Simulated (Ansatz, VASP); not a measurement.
Two plane-wave programs on Y3Au2Cl2

Contents of INCAR:

```
PREC = Accurate
ENCUT = 520
EDIFF = 1E-6
ISMEAR = 0
SIGMA = 0.1
LREAL = F
LASPH = T
NELM = 80
ALGO = Normal
ISIF = 2
LWAVE = F
LCHARG = F
GGA = PE
NBANDS = 44
```

KPOINTS

```
regular mesh
0
Gamma
  6 6 6
```

The input POSCAR:

```
Y3Au2Cl2
1.0
    2.9016866400      1.6752895600      5.0509822200
   -2.9016866400      1.6752895600      5.0509822200
    0.0000000000     -3.3505791200      5.0509822200
Y Au Cl
3 2 2
Direct
    0.0000000000      0.0000000000      0.5000000000
    0.0000000000      0.5000000000      0.0000000000
    0.5000000000      0.0000000000      0.0000000000
    0.0000000000      0.0000000000      0.0000000000
    0.5000000000      0.5000000000      0.5000000000
    0.2827914700      0.2827914700      0.2827914700
    0.7172085300      0.7172085300      0.7172085300
```

Input for Ansatz:

```yaml
crystal:
  lattice:
    - [2.90168664, 1.67528956, 5.05098222]
    - [-2.90168664, 1.67528956, 5.05098222]
    - [0.0, -3.35057912, 5.05098222]
  atoms:
    - { symbol: "Y", position: [0.0, 0.0, 0.5] }
    - { symbol: "Y", position: [0.0, 0.5, 0.0] }
    - { symbol: "Y", position: [0.5, 0.0, 0.0] }
    - { symbol: Au, position: [0.0, 0.0, 0.0] }
    - { symbol: Au, position: [0.5, 0.5, 0.5] }
    - { symbol: Cl, position: [0.28279147, 0.28279147, 0.28279147] }
    - { symbol: Cl, position: [0.71720853, 0.71720853, 0.71720853] }
basis:
  ecutwfc: 420
kpoints:
  mp_grid: { grid: [6, 6, 6] }
hamiltonian:
  xc: pbe
scf:
  occupations: { method: gaussian, width: 0.1 }
  lower_state_search: "off"
output:
  forces: true
  stress: true
  eigenvalues: true
```

Change from the starting cell: species swapped into the In2Ni3Se2 type (R-3m, No. 166).

Alike in both runs: task single point; functional PBE; k mesh 6 × 6 × 6; occupations gaussian, width 0.1 eV; no spin polarisation.

|  | VASP | Ansatz |
| --- | --- | --- |
| version | VASP 6.6.1 | Ansatz 0.2.0 |
| potentials or method | VASP PAW PBE potentials, release 64 (Y_sv, Au, Cl), cutoff 520 eV | scalar-relativistic, plane waves, PAW |
| valence electrons in the cell | 69 | 85 |

|  | VASP | Ansatz | Ansatz less VASP |
| --- | --- | --- | --- |
| gap on the k mesh at the Fermi level (eV) | none | none | - |
| pressure (GPa) | 27.6 | 27.8 | +0.24 |
| traceless stress, the component that is largest in VASP (GPa) | -6.15 | -6.15 | -0.001 |
| rms of the force components (eV/Å) | 1.389 | 1.397 | +0.0080 |

Atom by atom the forces differ by 0.008 eV/Å (rms over components). A gap of «none» marks a metal or a gap that the smearing closes. The functional is the same, so the differences come from potentials, cutoffs and numerics. VASP's potentials hold 69 valence electrons a cell and Ansatz's 85, so a difference there can come from the potentials and not from the codes.

Neither program's run includes spin-orbit coupling.
